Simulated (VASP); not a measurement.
# MgO (P6_3/mmc) in VASP: notebook, part 2 of 2

VASP 6.6.1. Earlier steps stand in the parts before.

### Step 4. Single point, PBEsol (mode 5 frozen in at +0.000 Å, strain +e along z and -e/2 along x and y +0.0233)

Input file INCAR:

```
  PREC = Accurate
  ENCUT = 520
  EDIFF = 1E-7
  ISMEAR = 0
  SIGMA = 0.05
  LREAL = F
  LASPH = T
  NELM = 100
  ALGO = Normal
  ISIF = 2
  LWAVE = F
  LCHARG = T
  GGA = PS
  LELF = T
  LVHAR = T
  NBANDS = 16
```

Input file KPOINTS:

```
regular mesh
0
Gamma
  9 9 6
```

Input file POSCAR:

```
MgO
1.0
    3.4540523579      0.0000000000      0.0000000000
   -1.7270261790      2.9912970879      0.0000000000
    0.0000000000      0.0000000000      4.2924500482
Mg O
2 2
Direct
    0.6666666667      0.3333333333      0.7500000000
    0.3333333333      0.6666666667      0.2500000000
    0.6666666667      0.3333333333      0.2500000000
    0.3333333333      0.6666666667      0.7500000000
```

Launch:

```bash
> cat potpaw_PBE.64/Mg/POTCAR potpaw_PBE.64/O/POTCAR > POTCAR
> mpirun -np 1 vasp_std > vasp.out
```

Wall time 39 s (1 thread of Intel Xeon Platinum 8375C at 2.90GHz (Ice Lake), shared host); peak memory 0.18 GiB.

Results (log left out):

```
Free energy            : -24.7399 eV
Pressure               : -0.3 GPa
Band gap on the k mesh : 3.23 eV, direct
```

Stress tensor (GPa, compression positive):
```
 1.68  0.00  0.00
 0.00  1.68  0.00
 0.00  0.00 -4.12
```

Levels at points of the mesh, in eV from the valence-band top:
```
           k point  band 4  band 5  band 6  band 7  band 8  band 9  band 10  band 11  band 12  band 13
(0.00, 0.00, 0.00)   -1.73   -1.73   -0.89   -0.89    0.00    3.23     9.16    11.67    12.56    12.56
(0.00, 0.00, 0.50)   -2.47   -1.33   -1.33   -1.33   -1.33    6.23     6.23    12.92    12.92    12.92
```

Caveat: the cell differs from its parent crystal (mode 5 frozen in at +0.000 Å, strain +e along z and -e/2 along x and y +0.0233); the PAW data sets were made with another functional, which shifts forces and pressure a little.

### Step 5. Single point, PBEsol (mode 5 frozen in at +0.000 Å, strain +e along z and -e/2 along x and y -0.0700)

Input file INCAR:

```
SYSTEM = MgO
  PREC = Accurate
  ENCUT = 520
  EDIFF = 1E-7
  ISMEAR = 0
  SIGMA = 0.05
  LREAL = .FALSE.
  LASPH = .TRUE.
  NELM = 100
  ALGO = Normal
  ISIF = 2
  LWAVE = .FALSE.
  LCHARG = .FALSE.
  GGA = PS
  NBANDS = 16
```

Input file KPOINTS:

```
regular mesh
0
G
  9 9 6
  0 0 0
```

Input file POSCAR:

```
MgO
1.0
    3.6170832098      0.0000000000      0.0000000000
   -1.8085416049      3.1324859473      0.0000000000
    0.0000000000      0.0000000000      3.9010833038
Mg O
2 2
Direct
    0.6666666667      0.3333333333      0.7500000000
    0.3333333333      0.6666666667      0.2500000000
    0.6666666667      0.3333333333      0.2500000000
    0.3333333333      0.6666666667      0.7500000000
```

Launch:

```bash
> cat potpaw_PBE.64/Mg/POTCAR potpaw_PBE.64/O/POTCAR > POTCAR
> mpirun -np 1 vasp_std > vasp.out
```

Wall time 39 s (1 thread of Intel Xeon Platinum 8375C at 2.90GHz (Ice Lake), shared host); peak memory 0.17 GiB.

Results (log left out):

```
Free energy            : -24.5392 eV
Pressure               : 4.2 GPa
Band gap on the k mesh : 3.41 eV, direct
```

Stress tensor (GPa, compression positive):
```
-3.93  0.00  0.00
 0.00 -3.93  0.00
 0.00  0.00 20.48
```

Levels at points of the mesh, in eV from the valence-band top:
```tsv
k point	band 6	band 7	band 8	band 9	band 10	band 11
(0.00, 0.00, 0.00)	-0.53	-0.53	0.00	3.41	10.03	11.93
(0.00, 0.00, 0.50)	-1.17	-1.17	-1.17	6.56	6.56	12.28
```

Caveat: the cell differs from its parent crystal (mode 5 frozen in at +0.000 Å, strain +e along z and -e/2 along x and y -0.0700); the PAW data sets were made with another functional, which shifts forces and pressure a little.

### Step 6. Single point, PBEsol (mode 5 frozen in at +0.000 Å, strain +e along z and -e/2 along x and y +0.0467)

Input file INCAR:

```
SYSTEM = MgO
PREC = Accurate ; ENCUT = 520
EDIFF = 1E-6 ; ISMEAR = 0
SIGMA = 0.05 ; LREAL = .False.
LASPH = .True. ; NELM = 80
ALGO = Normal ; ISIF = 2
LWAVE = .False. ; LCHARG = .False.
GGA = PS ; NBANDS = 16
```

Input file KPOINTS:

```
regular mesh
0
Gamma
  9 9 6
  0 0 0
```

Input file POSCAR:

```
MgO
1.0
    3.4131635912      0.0000000000      0.0000000000
   -1.7065817956      2.9558863772      0.0000000000
    0.0000000000      0.0000000000      4.3906063377
Mg O
2 2
Direct
    0.6666666667      0.3333333333      0.7500000000
    0.3333333333      0.6666666667      0.2500000000
    0.6666666667      0.3333333333      0.2500000000
    0.3333333333      0.6666666667      0.7500000000
```

Potentials or basis: VASP PAW PBE potentials, release 64 (Mg, O).

Launch:

```bash
> cat potpaw_PBE.64/Mg/POTCAR potpaw_PBE.64/O/POTCAR > POTCAR
> mpirun -np 1 vasp_std > vasp.out
```

OUTCAR:

```text
SYSTEM = MgO
   PREC = Accurate
   ENCUT = 520
   EDIFF = 1E-6
   ISMEAR = 0
   LREAL = .False.
   LASPH = .True.
   NELM = 80
   ISIF = 2
   GGA = PS

 ion  position               nearest neighbor table
   1  0.667  0.333  0.750-   4 1.97   4 1.97   4 1.97   3 2.20   3 2.20   2 2.95   2 2.95   2 2.95
                             2 2.95   2 2.95   2 2.95
   2  0.333  0.667  0.250-   3 1.97   3 1.97   3 1.97   4 2.20   4 2.20   1 2.95   1 2.95   1 2.95
                             1 2.95   1 2.95   1 2.95
   3  0.667  0.333  0.250-   2 1.97   2 1.97   2 1.97   1 2.20   1 2.20
   4  0.333  0.667  0.750-   1 1.97   1 1.97   1 1.97   2 2.20   2 2.20

  LATTYP: Found a hexagonal cell.
 ALAT       =     3.4131635912
 C/A-ratio  =     1.2863744208

  Lattice vectors:

 A1 = (   3.4131635912,   0.0000000000,   0.0000000000)
 A2 = (  -1.7065817956,   2.9558863772,   0.0000000000)
 A3 = (   0.0000000000,   0.0000000000,   4.3906063377)

Analysis of symmetry for initial positions (statically):
=====================================================================
 Subroutine PRICEL returns:
 Original cell was already a primitive cell.

 Routine SETGRP: Setting up the symmetry group for a
 hexagonal supercell.

 Subroutine GETGRP returns: Found 24 space group operations
 (whereof 12 operations were pure point group operations)
 out of a pool of 24 trial point group operations.

The static configuration has the point symmetry D_3d.
 The point group associated with its full space group is D_6h.

Analysis of symmetry for dynamics (positions and initial velocities):
=====================================================================
 Subroutine PRICEL returns:
 Original cell was already a primitive cell.

 Routine SETGRP: Setting up the symmetry group for a
 hexagonal supercell.

 Subroutine GETGRP returns: Found 24 space group operations
 (whereof 12 operations were pure point group operations)
 out of a pool of 24 trial point group operations.

The dynamic configuration has the point symmetry D_3d.
 The point group associated with its full space group is D_6h.

 Subroutine INISYM returns: Found 24 space group operations
 (whereof 12 operations are pure point group operations),
 and found     1 'primitive' translations

----------------------------------------------------------------------------------------

                                     Primitive cell

  volume of cell :      44.2965

  direct lattice vectors                    reciprocal lattice vectors
     3.413163591  0.000000000  0.000000000     0.292983320  0.169153999  0.000000000
    -1.706581796  2.955886377  0.000000000     0.000000000  0.338307997  0.000000000
     0.000000000  0.000000000  4.390606338     0.000000000  0.000000000  0.227758975

  length of vectors
     3.413163591  3.413163591  4.390606338     0.338307997  0.338307997  0.227758975

  position of ions in fractional coordinates (direct lattice)
     0.666666667  0.333333333  0.750000000
     0.333333333  0.666666667  0.250000000
     0.666666667  0.333333333  0.250000000
     0.333333333  0.666666667  0.750000000

  ion indices of the primitive-cell ions
   primitive index   ion index
                 1           1
                 2           2
                 3           3
                 4           4

[... 21 lines left out ...]
 Subroutine IBZKPT returns following result:
 ===========================================

 Found     48 irreducible k-points:

 Following reciprocal coordinates:
            Coordinates               Weight
  0.000000  0.000000  0.000000      1.000000
  0.111111  0.000000  0.000000      6.000000
  0.222222 -0.000000  0.000000      6.000000
  0.333333  0.000000  0.000000      6.000000
  0.444444 -0.000000  0.000000      6.000000
  0.111111  0.111111  0.000000      6.000000
[... 16 lines left out ...]
  0.333333  0.222222  0.166667     24.000000
  0.333333  0.333333  0.166667      4.000000
 [... further k-points ...]
   k-points           NKPTS =     48   k-points in BZ     NKDIM =     48   number of bands    NBANDS=     16
   number of dos      NEDOS =    301   number of ions     NIONS =      4
   total plane-waves  NPLWV =  28224
   dimension x,y,z NGX =    28 NGY =   28 NGZ =   36
   dimension x,y,z NGXF=    56 NGYF=   56 NGZF=   72
   ions per type =               2   2
   NGX,Y,Z   is equivalent  to a cutoff of  13.64, 13.64, 13.63 a.u.
   NGXF,Y,Z  is equivalent  to a cutoff of  27.28, 27.28, 27.26 a.u.
 SYSTEM =  MgO
   PREC   = accura    normal or accurate (medium, high low for compatibility)
   ISTART =      0    job   : 0-new  1-cont  2-samecut
   ICHARG =      2    charge: 1-file 2-atom 10-const
   ISPIN  =      1    spin polarized calculation?
   LNONCOLLINEAR =      F non collinear calculations
   LSORBIT =      F    spin-orbit coupling
   LASPH  =      T    aspherical Exc in radial PAW
   ENCUT  =  520.0 eV  38.22 Ry    6.18 a.u.   6.35  6.35  8.16*2*pi/ulx,y,z
   NELM   =     80;   NELMIN=  2; NELMDL= -5     # of ELM steps
   EDIFF  = 0.1E-05   stopping-criterion for ELM
   LREAL  =      F    real-space projection
   EDIFFG = 0.1E-04   stopping-criterion for IOM
   NSW    =      0    number of steps for IOM
   IBRION =     -1    ionic relax: 0-MD 1-quasi-New 2-CG
   NFREE  =      0    steps in history (QN), initial steepest desc. (CG)
   ISIF   =      2    stress and relaxation
   ISYM   =      2    0-nonsym 1-usesym 2-fastsym
   POTIM  = 0.5000    time-step for ionic-motion
   TEBEG  =    0.0;   TEEND  =   0.0 temperature during run
   PSTRESS=    0.0 pullay stress
   NELECT =      16.0000    total number of electrons
   NUPDOWN=      -1.0000    fix difference up-down
   EMIN   =  10.00;   EMAX   =-10.00  energy-range for DOS
   EFERMI =   0.00;   METHOD = LEGACY
   ISMEAR =     0;   SIGMA  =   0.05  broadening in eV -4-tet -1-fermi 0-gaus
   EFERMI_NEDOS =   21; number of points for ismear=-14 and -15
   IALGO  =     38    algorithm
   IMIX   =      4    mixing-type and parameters
     AMIX     =   0.40;   BMIX     =  1.00
     AMIX_MAG =   1.60;   BMIX_MAG =  1.00
  volume/ion in A,a.u.               =      11.07        74.73
  Fermi-wavevector in a.u.,A,eV,Ry     =   1.165892  2.203217 18.494461  1.359305
  Thomas-Fermi vector in A             =   2.302412
   LORBIT       =      0    0 simple, 1 ext, 2 COOP (PROOUT), +10 PAW based schemes
   GGA     = PS    functional components
   LHFCALC =     F    Hartree Fock is set to
   AEXX    =    0.0000 exact exchange contribution
   IVDW    =     0    specifies the selected vdW correction
   LEPSILON=     F    determine dielectric tensor
   LRPA    =     F    only Hartree local field effects (RPA)
 non-spin polarized calculation
 Gauss-broadening in eV      SIGMA  =   0.05
  energy-cutoff  :      520.00
  volume of cell :       44.30
 maximum number of plane-waves:      1209
 NGX is ok and might be reduce to    28
   NGX = 13   NGY = 13   NGZ = 17

 number of electron      15.9999998 magnetization

 Free energy of the ion-electron system (eV)
  ---------------------------------------------------
  ext. energy  EPLUGINS =         0.00000000
  ---------------------------------------------------
  free energy    TOTEN  =       -24.68615308 eV

  energy without entropy =      -24.68615308  energy(sigma->0) =      -24.68615308

 E-fermi :   2.1993     XC(G=0): -10.2939

 val. band max:        1.9328095726   @ k =   0.0000   0.0000   0.0000
 cond. band min:       5.1301675122   @ k =   0.0000   0.0000   0.0000
 fundamental gap:      3.1973579396
 Fermi energy:         2.1993433255

 k-point     1 :       0.0000    0.0000    0.0000
  band No.  band energies     occupation
      1     -14.9752      2.00000
      2     -13.6908      2.00000
      3      -1.9420      2.00000
      4       0.2164      2.00000
      5       0.2164      2.00000
      6       0.9682      2.00000
[... 433 lines left out ...]
      3      -1.6368      2.00000
      4      -0.9589      2.00000
      5      -0.9589      2.00000
      6       0.4516      2.00000
[... 8 lines left out ...]
     15      15.3104      0.00000
     16      18.5006      0.00000

 [... further k-points ...]
[... 5 lines left out ...]
  --------------------------------------------------------------------------------------
  -------------------------------------------------------------------------------------
  Total        1.1955696      1.1955696     -1.8421597      0.0000000      0.0000000      0.0000000
  in kB       43.2430289     43.2430289    -66.6298000      0.0000000      0.0000000      0.0000000
  external PRESSURE =       6.6187526 kB  Pullay stress =       0.0000000 kB

 VOLUME and BASIS-vectors are now :
 -----------------------------------------------------------------------------
  energy-cutoff  :      520.00
  volume of cell :       44.30
      direct lattice vectors                 reciprocal lattice vectors
     3.413163591  0.000000000  0.000000000     0.292983320  0.169153999  0.000000000
    -1.706581796  2.955886377  0.000000000     0.000000000  0.338307997  0.000000000
     0.000000000  0.000000000  4.390606338     0.000000000  0.000000000  0.227758975

 POSITION                                       TOTAL-FORCE (eV/Angst)
 -----------------------------------------------------------------------------------
      1.70658      0.98530      3.29295         0.000000      0.000000      0.000000
     -0.00000      1.97059      1.09765        -0.000000      0.000000      0.000000
      1.70658      0.98530      1.09765         0.000000     -0.000000     -0.000000
     -0.00000      1.97059      3.29295        -0.000000      0.000000      0.000000
 -----------------------------------------------------------------------------------
    total drift:                               -0.000000      0.000000     -0.000000

  FREE ENERGIE OF THE ION-ELECTRON SYSTEM (eV)
  ---------------------------------------------------
  free  energy   TOTEN  =       -24.6861530767 eV

  energy  without entropy=      -24.6861530767  energy(sigma->0) =      -24.68615308
```

OSZICAR:

```text
N       E                     dE             d eps       ncg     rms          rms(c)
DAV:   1     0.580028576703E+02    0.58003E+02   -0.75749E+03  1536   0.888E+02
DAV:   2    -0.245980638780E+02   -0.82601E+02   -0.75969E+02  2152   0.196E+02
DAV:   3    -0.282897647537E+02   -0.36917E+01   -0.36823E+01  1784   0.426E+01
DAV:   4    -0.283044663452E+02   -0.14702E-01   -0.14701E-01  1776   0.314E+00
DAV:   5    -0.283045380085E+02   -0.71663E-04   -0.71663E-04  1760   0.210E-01    0.105E+01
DAV:   6    -0.247890278750E+02    0.35155E+01   -0.91559E+00  1576   0.234E+01    0.354E+00
DAV:   7    -0.247210295684E+02    0.67998E-01   -0.14680E-01  1560   0.310E+00    0.207E+00
DAV:   8    -0.246881227129E+02    0.32907E-01   -0.86340E-02  1632   0.312E+00    0.487E-01
DAV:   9    -0.246857340707E+02    0.23886E-02   -0.49234E-03  1832   0.627E-01    0.118E-01
DAV:  10    -0.246861485156E+02   -0.41444E-03   -0.35388E-04  1552   0.139E-01    0.139E-02
DAV:  11    -0.246861543258E+02   -0.58102E-05   -0.17369E-05  1848   0.280E-02    0.134E-02
DAV:  12    -0.246861531428E+02    0.11830E-05   -0.33640E-06  1560   0.149E-02    0.236E-03
DAV:  13    -0.246861530767E+02    0.66167E-07   -0.18018E-07   824   0.352E-03
   1 F= -.24686153E+02 E0= -.24686153E+02  d E =-.264731E-16
```

It took 42 s on 1 thread of Intel Xeon Platinum 8375C at 2.90GHz (Ice Lake), shared host; peak memory 0.18 GiB.

Results:

| Item | Value |
| --- | --- |
| Free energy | -24.6862 eV |
| Pressure | 0.7 GPa |
| Band gap on the k mesh | 3.20 eV, direct |

Caveat: the cell differs from its parent crystal (mode 5 frozen in at +0.000 Å, strain +e along z and -e/2 along x and y +0.0467); the PAW data sets were made with another functional, which shifts forces and pressure a little.

### Step 7. The runs side by side

```tsv
cell	gap on the mesh (eV)	pressure (GPa)
a = 3.372, b = 3.372, c = 4.488 Å, angles 90.0, 90.0, 120.0°, 4 atoms	3.18	2.2
a = 3.535, b = 3.535, c = 4.097 Å, angles 90.0, 90.0, 120.0°, 4 atoms	3.31	0.2
a = 3.454, b = 3.454, c = 4.292 Å, angles 90.0, 90.0, 120.0°, 4 atoms	3.23	-0.3
a = 3.617, b = 3.617, c = 3.901 Å, angles 90.0, 90.0, 120.0°, 4 atoms	3.41	4.2
a = 3.413, b = 3.413, c = 4.391 Å, angles 90.0, 90.0, 120.0°, 4 atoms	3.20	0.7
```

Alike in all rows: task single point; level PBEsol; potentials or basis VASP PAW PBE potentials, release 64 (Mg, O); no spin polarisation; k mesh 9 × 9 × 6; cutoff (eV) 520; smearing gaussian 0.05 eV.

Caveats: the PAW data sets were made with another functional, which shifts forces and pressure a little.

Total energies depend on the potentials used, so only differences within one code and one set of settings carry meaning.
